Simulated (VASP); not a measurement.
Here is a VASP 6.6.1 calculation.

INCAR

```
SYSTEM = Sc2SbP3
ALGO     = Normal         ! electronic algorithm
EDIFF    = 1E-6           ! SCF threshold, eV
ENCUT    = 520            ! plane-wave cutoff, eV
GGA      = PE             ! functional
ISIF     = 2              ! what is computed and relaxed
ISMEAR   = 0              ! smearing method
LASPH    = .True.         ! aspherical terms in the spheres
LCHARG   = .True.         ! write CHGCAR
LELF     = .True.         ! ELF
LREAL    = .False.        ! projectors in reciprocal space
LVHAR    = .True.       
LWAVE    = .False.        ! write WAVECAR
NBANDS   = 30             ! bands
NELM     = 80             ! most SCF steps
PREC     = Accurate       ! precision mode
SIGMA    = 0.1            ! smearing width, eV
```

KPOINTS

```
k-points
0
Gamma
  3 3 6
  0 0 0
```

Contents of POSCAR:

```
Sc2SbP3
1.0
    6.0543235300      0.0000000000      0.0000000000
   -3.0271617600      5.2431979800      0.0000000000
    0.0000000000      0.0000000000      3.5297498700
Sc Sb P
2 1 3
Direct
    0.3333333300      0.6666666700      0.0000000000
    0.6666666700      0.3333333300      0.0000000000
    0.0000000000      0.0000000000      0.0000000000
    0.5000000000      0.0000000000      0.5000000000
    0.5000000000      0.5000000000      0.5000000000
    0.0000000000      0.5000000000      0.5000000000
```

Potentials or basis: VASP PAW PBE potentials, release 64 (Sc_sv, Sb, P).

Launch:

```bash
$ cat potpaw_PBE.64/Sc_sv/POTCAR potpaw_PBE.64/Sb/POTCAR potpaw_PBE.64/P/POTCAR > POTCAR
$ mpirun -np 1 vasp_std > vasp.out
```

Problem. Estimate the band gap on the k mesh.

Solution. Zero (bands 21 and 22 overlap by 0.93 eV).

Problem. Estimate the pressure.

Solution. 10.2 GPa.

Stress tensor (GPa, compression positive):
```
 5.67  0.00  0.00
 0.00  5.67  0.00
 0.00  0.00 19.39
```

Caveat: the k points lie up to 0.40 Å⁻¹ apart, too coarse for converged energies and pressures of a metal; spin-orbit coupling is left out, which moves the levels of the heavy elements.
